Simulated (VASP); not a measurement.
# Mg (I4/mmm) in VASP: notebook

Mg is run at these levels: PBEsol; tasks: relaxation of cell and atoms.

Program: VASP 6.6.1. These are calculated values, not measurements. Logs are shortened: lines on timing, memory, paths and dates and some standing lists are left out, and cuts for length are marked.

## Step 1: The cell of the first run

The structure is tetragonal, space group I4/mmm (No. 139). The conventional cell has a = 3.672 Å, b = 3.672 Å, c = 3.359 Å, α = 90.00°, β = 90.00°, γ = 90.00°. Mg (site symmetry 4/mmm) has 14 Mg at 3.09 to 3.67 Å within 4.1 Å.

## Step 2: Relaxation of cell and atoms, PBEsol, target pressure 30 GPa, at which the enthalpy is minimised

Contents of INCAR:

```
PREC = Accurate
ENCUT = 600
EDIFF = 1E-6
ISMEAR = -1
SIGMA = 0.1
LREAL = False
LASPH = True
NELM = 100
ALGO = Normal
ISIF = 3
LWAVE = False
LCHARG = False
GGA = PS
IBRION = 2
NSW = 80
EDIFFG = -0.01
PSTRESS = 300.0
```

Contents of KPOINTS:

```
Automatic mesh
0
Gamma
  13 13 13
```

Contents of POSCAR:

```
Mg
1.0
    3.0922690797     -0.0000000516     -0.0000000950
   -1.2681082513      2.8202889080     -0.0000000950
   -0.9120803345     -1.4101443049      2.5964842700
Mg
1
Direct
    0.0000000000      0.0000000000      0.0000000000
```

Potentials or basis: VASP PAW PBE potentials, release 64 (Mg).

Started as:

```bash
$ cat potpaw_PBE.64/Mg/POTCAR > POTCAR
$ mpirun -np 1 vasp_std > vasp.out
```

OUTCAR:

```text
PREC = Accurate
   ENCUT = 600
   EDIFF = 1E-6
   ISMEAR = -1
   LREAL = False
   LASPH = True
   NELM = 100
   ISIF = 3
   GGA = PS
   IBRION = 2
   NSW = 80
   EDIFFG = -0.01
   PSTRESS = 300.0

 ion  position               nearest neighbor table
   1  0.000  0.000  0.000-

  LATTYP: Found a body centered tetragonal cell.
 ALAT       =     3.6719831348
 C/A-ratio  =     0.9147122938

  Lattice vectors:

 A1 = (   3.0922690797,  -0.0000000516,  -0.0000000950)
 A2 = (  -1.2681082513,   2.8202889080,  -0.0000000950)
 A3 = (  -0.9120803345,  -1.4101443049,   2.5964842700)

Analysis of symmetry for initial positions (statically):
=====================================================================
 Subroutine PRICEL returns:
 Original cell was already a primitive cell.

 Routine SETGRP: Setting up the symmetry group for a
 body centered tetragonal supercell.

 Subroutine GETGRP returns: Found 16 space group operations
 (whereof 16 operations were pure point group operations)
 out of a pool of 16 trial point group operations.

The static configuration has the point symmetry D_4h.

Analysis of symmetry for dynamics (positions and initial velocities):
=====================================================================
 Subroutine PRICEL returns:
 Original cell was already a primitive cell.

 Routine SETGRP: Setting up the symmetry group for a
 body centered tetragonal supercell.

 Subroutine GETGRP returns: Found 16 space group operations
 (whereof 16 operations were pure point group operations)
 out of a pool of 16 trial point group operations.

The dynamic configuration has the point symmetry D_4h.

 Subroutine INISYM returns: Found 16 space group operations
 (whereof 16 operations are pure point group operations),
 and found     1 'primitive' translations

----------------------------------------------------------------------------------------

                                     Primitive cell

  volume of cell :      22.6442

  direct lattice vectors                    reciprocal lattice vectors
     3.092269080 -0.000000052 -0.000000095     0.323387131  0.145407056  0.192568074
    -1.268108251  2.820288908 -0.000000095     0.000000012  0.354573615  0.192568074
    -0.912080335 -1.410144305  2.596484270     0.000000012  0.000000018  0.385136181

  length of vectors
     3.092269080  3.092269080  3.092269080     0.403490906  0.403490906  0.385136181

  position of ions in fractional coordinates (direct lattice)
     0.000000000  0.000000000  0.000000000

  ion indices of the primitive-cell ions
   primitive index   ion index
                 1           1

----------------------------------------------------------------------------------------

 KPOINTS: Automatic mesh

Automatic generation of k-mesh.
 Grid dimensions read from file:
 generate k-points for:   13   13   13

 Generating k-lattice:

  Cartesian coordinates                     Fractional coordinates (reciprocal lattice)
     0.024875933  0.011185158  0.014812929     0.076923077 -0.000000000 -0.000000000
     0.000000001  0.027274893  0.014812929     0.000000000  0.076923077 -0.000000000
     0.000000001  0.000000001  0.029625860    -0.000000000  0.000000000  0.076923077

  Length of vectors
     0.031037762  0.031037762  0.029625860

  Shift w.r.t. Gamma in fractional coordinates (k-lattice)
     0.000000000  0.000000000  0.000000000

 Subroutine IBZKPT returns following result:
 ===========================================

 Found    196 irreducible k-points:

 Following reciprocal coordinates:
            Coordinates               Weight
  0.000000  0.000000  0.000000      1.000000
  0.076923 -0.000000  0.000000      8.000000
  0.153846 -0.000000 -0.000000      8.000000
  0.230769  0.000000  0.000000      8.000000
  0.307692 -0.000000 -0.000000      8.000000
  0.384615 -0.000000  0.000000      8.000000
[... 16 lines left out ...]
  0.384615  0.153846 -0.000000     16.000000
  0.461538  0.153846 -0.000000     16.000000
 [... further k-points ...]
   k-points           NKPTS =    196   k-points in BZ     NKDIM =    196   number of bands    NBANDS=      5
   number of dos      NEDOS =    301   number of ions     NIONS =      1
   total plane-waves  NPLWV =  21952
   dimension x,y,z NGX =    28 NGY =   28 NGZ =   28
   dimension x,y,z NGXF=    56 NGYF=   56 NGZF=   56
   ions per type =               1
   NGX,Y,Z   is equivalent  to a cutoff of  15.05, 15.05, 15.05 a.u.
   NGXF,Y,Z  is equivalent  to a cutoff of  30.11, 30.11, 30.11 a.u.
 SYSTEM =  unknown system
   PREC   = accura    normal or accurate (medium, high low for compatibility)
   ISTART =      0    job   : 0-new  1-cont  2-samecut
   ICHARG =      2    charge: 1-file 2-atom 10-const
   ISPIN  =      1    spin polarized calculation?
   LNONCOLLINEAR =      F non collinear calculations
   LSORBIT =      F    spin-orbit coupling
   LASPH  =      T    aspherical Exc in radial PAW
   ENCUT  =  600.0 eV  44.10 Ry    6.64 a.u.   6.18  6.18  6.18*2*pi/ulx,y,z
   NELM   =    100;   NELMIN=  2; NELMDL= -5     # of ELM steps
   EDIFF  = 0.1E-05   stopping-criterion for ELM
   LREAL  =      F    real-space projection
   EDIFFG = -.1E-01   stopping-criterion for IOM
   NSW    =     80    number of steps for IOM
   IBRION =      2    ionic relax: 0-MD 1-quasi-New 2-CG
   NFREE  =      1    steps in history (QN), initial steepest desc. (CG)
   ISIF   =      3    stress and relaxation
   ISYM   =      2    0-nonsym 1-usesym 2-fastsym
   POTIM  = 0.5000    time-step for ionic-motion
   TEBEG  =    0.0;   TEEND  =   0.0 temperature during run
   PSTRESS=  300.0 pullay stress
   NELECT =       2.0000    total number of electrons
   NUPDOWN=      -1.0000    fix difference up-down
   EMIN   =  10.00;   EMAX   =-10.00  energy-range for DOS
   EFERMI =   0.00;   METHOD = LEGACY
   ISMEAR =    -1;   SIGMA  =   0.10  broadening in eV -4-tet -1-fermi 0-gaus
   EFERMI_NEDOS =   21; number of points for ismear=-14 and -15
   IALGO  =     38    algorithm
   IMIX   =      4    mixing-type and parameters
     AMIX     =   0.40;   BMIX     =  1.00
     AMIX_MAG =   1.60;   BMIX_MAG =  1.00
  volume/ion in A,a.u.               =      22.64       152.81
  Fermi-wavevector in a.u.,A,eV,Ry     =   0.729065  1.377732  7.231974  0.531535
  Thomas-Fermi vector in A             =   1.820694
   LORBIT       =      0    0 simple, 1 ext, 2 COOP (PROOUT), +10 PAW based schemes
   GGA     = PS    functional components
   LHFCALC =     F    Hartree Fock is set to
   AEXX    =    0.0000 exact exchange contribution
   IVDW    =     0    specifies the selected vdW correction
   LEPSILON=     F    determine dielectric tensor
   LRPA    =     F    only Hartree local field effects (RPA)
 conjugate gradient relaxation of ions
 non-spin polarized calculation
  energy-cutoff  :      600.00
  volume of cell :       22.64
 maximum number of plane-waves:       777
 NGX is ok and might be reduce to    28
   NGX = 13   NGY = 13   NGZ = 13

--------------------------------------- Ionic step        1  -------------------------------------------

 number of electron       2.0000000 magnetization

 Free energy of the ion-electron system (eV)
  ---------------------------------------------------
  ext. energy  EPLUGINS =         0.00000000
  ---------------------------------------------------
  free energy    TOTEN  =        -1.70319282 eV

  energy without entropy =       -1.68987070  energy(sigma->0) =       -1.69653176

 E-fermi :   2.6997     XC(G=0):  -8.5790

 val. band max:        2.6585523781   @ k =   0.4615  -0.0000  -0.0000
 cond. band min:       2.7229224636   @ k =  -0.3077  -0.4615   0.2308
 fundamental gap:      0.0643700855
 Fermi energy:         2.6997480354

 k-point     1 :       0.0000    0.0000    0.0000
  band No.  band energies     occupation
      1      -4.3222      2.00000
      2      14.6247      0.00000
      3      16.4766      0.00000
      4      16.4766      0.00000
      5      16.8170      0.00000
[... 487 lines left out ...]
  FREE ENERGIE OF THE ION-ELECTRON SYSTEM (eV)
  ---------------------------------------------------
  free  energy   TOTEN  =        -1.2619844804 eV

  energy  without entropy=       -1.2516457904  energy(sigma->0) =       -1.25681514

  enthalpy is  TOTEN    =         1.6647942491 eV   P V=        2.9267787295

[... ionic steps 4 to 8 ...]

--------------------------------------- Ionic step        9  -------------------------------------------

 number of electron       2.0000000 magnetization

------------------------ aborting loop because EDIFF is reached ----------------------------------------

  FORCE on cell =-STRESS in cart. coord.  units (eV):
  Direction    XX          YY          ZZ          XY          YZ          ZX
  --------------------------------------------------------------------------------------
  -------------------------------------------------------------------------------------
  Total        2.8804729      2.8851419      2.8771147      0.0051920     -0.0000000     -0.0000000
  in kB      300.8635291    301.3512038    300.5127716      0.5422973     -0.0000001     -0.0000001
  external PRESSURE =       0.9091681 kB  Pullay stress =     300.0000000 kB
[... 59 lines left out ...]
  enthalpy is  TOTEN    =         1.6602462519 eV   P V=        2.8716393025

--------------------------------------- Ionic step       11  -------------------------------------------

 number of electron       2.0000000 magnetization

 Free energy of the ion-electron system (eV)
  ---------------------------------------------------
  ext. energy  EPLUGINS =         0.00000000
  ---------------------------------------------------
  free energy    TOTEN  =        -1.21380374 eV

  energy without entropy =       -1.20170596  energy(sigma->0) =       -1.20775485

 E-fermi :   5.1182     XC(G=0):  -9.9049

 val. band max:        5.1063069061   @ k =  -0.0769  -0.4615   0.0769
 cond. band min:       5.1859358405   @ k =   0.2308   0.2308   0.2308
 fundamental gap:      0.0796289344
 Fermi energy:         5.1182485717

 k-point     1 :       0.0000    0.0000    0.0000
  band No.  band energies     occupation
      1      -3.7717      2.00000
      2      20.1370      0.00000
      3      21.5833      0.00000
      4      21.5833      0.00000
      5      22.8020      0.00000
[... 212 lines left out ...]
  FREE ENERGIE OF THE ION-ELECTRON SYSTEM (eV)
  ---------------------------------------------------
  free  energy   TOTEN  =        -1.2138037414 eV

  energy  without entropy=       -1.2017059598  energy(sigma->0) =       -1.20775485

  enthalpy is  TOTEN    =         1.6602361575 eV   P V=        2.8740398989

 reached required accuracy - stopping structural energy minimisation
```

Run time: 77 s. Hardware: 1 thread of AMD EPYC 9R45 (Zen 5), shared host; peak memory 0.16 GiB.

What came out:

```
Free energy                                                : -1.2138 eV
Relaxed volume                                             : 15.35 Å³/atom
Relaxed cell                                               : a = 2.713 Å, b = 2.713 Å, c = 2.713 Å, α = 108.04°, β = 108.04°, γ = 112.37°
Space group after relaxing (to 0.1 Å)                      : I4/mmm (No. 139)
Energy change on relaxing (the run minimises the enthalpy) : +489.4 meV/atom
Ionic steps                                                : 11
Pressure after relaxing                                    : 30.0 GPa
Band gap on the k mesh                                     : zero (bands 1 and 2 overlap by 4.44 eV)
```

The path:
```csv
step,energy change (eV),largest force (eV/Å),pressure (GPa),volume (Å³)
1,0.0000,0.0000,-0.18,22.64
2,1.9182,0.0000,96.85,11.34
3,0.4412,0.0000,27.72,15.63
4,0.4792,0.0000,29.53,15.42
5,0.5029,0.0000,30.66,15.29
6,0.4774,0.0000,29.47,15.42
7,0.4662,0.0000,28.93,15.48
8,0.4844,0.0000,29.78,15.38
9,0.4912,0.0000,30.09,15.34
10,0.4918,0.0000,30.12,15.34
11,0.4894,0.0000,30.00,15.35
```

Final structure:
```
Mg
1.0
     2.71306    0.04347    0.00000
    -1.07295    2.49226    0.00000
    -0.82006   -1.26787    2.25446
Mg
1
Direct
  0.00000 0.00000 0.00000
```

Caveat: the cell is relaxed towards a set pressure, so the run minimises the enthalpy, not the energy; the volume moved by over 15 % at a fixed basis, so the end points are rough; the PAW data sets were made with another functional, which shifts forces and pressure a little.

## Step 3: Relaxation of cell and atoms, PBEsol, target pressure 40 GPa, at which the enthalpy is minimised

Contents of INCAR:

```
SYSTEM = Mg
PREC = Accurate
ENCUT = 600
EDIFF = 1E-6
ISMEAR = -1
SIGMA = 0.1
LREAL = .False.
LASPH = .True.
NELM = 60
ALGO = Normal
ISIF = 3
LWAVE = .False.
LCHARG = .False.
GGA = PS
IBRION = 2
NSW = 80
EDIFFG = -0.01
PSTRESS = 400.0
```

Contents of KPOINTS:

```
Automatic mesh
0
Gamma
  13 13 13
  0 0 0
```

POSCAR is that of step 2.

Potentials or basis: VASP PAW PBE potentials, release 64 (Mg).

Started as:

```bash
$ cat potpaw_PBE.64/Mg/POTCAR > POTCAR
$ mpirun -np 1 vasp_std > vasp.out
```

Run time: 70 s. Hardware: 1 thread of AMD EPYC 9R45 (Zen 5), shared host; peak memory 0.17 GiB.

Results (log left out):

```yaml
Free_energy: -1.0003 eV
Relaxed_volume: 14.37 Å³/atom
Relaxed_cell: a = 2.654 Å, b = 2.654 Å, c = 2.654 Å, α = 108.24°, β = 108.24°, γ = 111.97°
Space_group_after_relaxing_to_0.1_Å: I4/mmm (No. 139)
Energy_change_on_relaxing_the_run_minimises_the_enthalpy: +702.9 meV/atom
Ionic_steps: 11
Pressure_after_relaxing: 40.0 GPa
Band_gap_on_the_k_mesh: zero (bands 1 and 2 overlap by 4.35 eV)
```

The path:
| step | energy change (eV) | largest force (eV/Å) | pressure (GPa) | volume (Å³) |
| --- | --- | --- | --- | --- |
| 1 | 0.0000 | 0.0000 | -0.18 | 22.64 |
| 2 | 4.4457 | 0.0000 | 226.75 | 8.67 |
| 3 | 0.5340 | 0.0000 | 32.13 | 15.13 |
| 4 | 0.6471 | 0.0000 | 37.43 | 14.61 |
| 5 | 0.7030 | 0.0000 | 40.03 | 14.38 |
| 6 | 0.7026 | 0.0000 | 40.04 | 14.37 |
| 7 | 0.7058 | 0.0000 | 40.14 | 14.35 |
| 8 | 0.7061 | 0.0000 | 40.15 | 14.35 |
| 9 | 0.7062 | 0.0000 | 40.16 | 14.35 |
| 10 | 0.6969 | 0.0000 | 39.72 | 14.39 |
| 11 | 0.7029 | 0.0000 | 40.00 | 14.37 |

Final structure:
```
Mg
1.0
     2.65322    0.05184    0.00000
    -1.04077    2.44111    0.00000
    -0.80622   -1.24648    2.19967
Mg
1
Direct
  0.00000 0.00000 0.00000
```

Levels at points of the mesh, in eV from the Fermi level:
| k point | band 1 | band 2 | band 3 | band 4 | band 5 |
| --- | --- | --- | --- | --- | --- |
| (0.00, 0.00, 0.00) | -9.24 | 15.65 | 16.94 | 16.94 | 18.39 |

Caveat: the cell is relaxed towards a set pressure, so the run minimises the enthalpy, not the energy; the volume moved by over 15 % at a fixed basis, so the end points are rough; the PAW data sets were made with another functional, which shifts forces and pressure a little.

The gap in the log of VASP goes by the Fermi energy; the results here count the filled bands.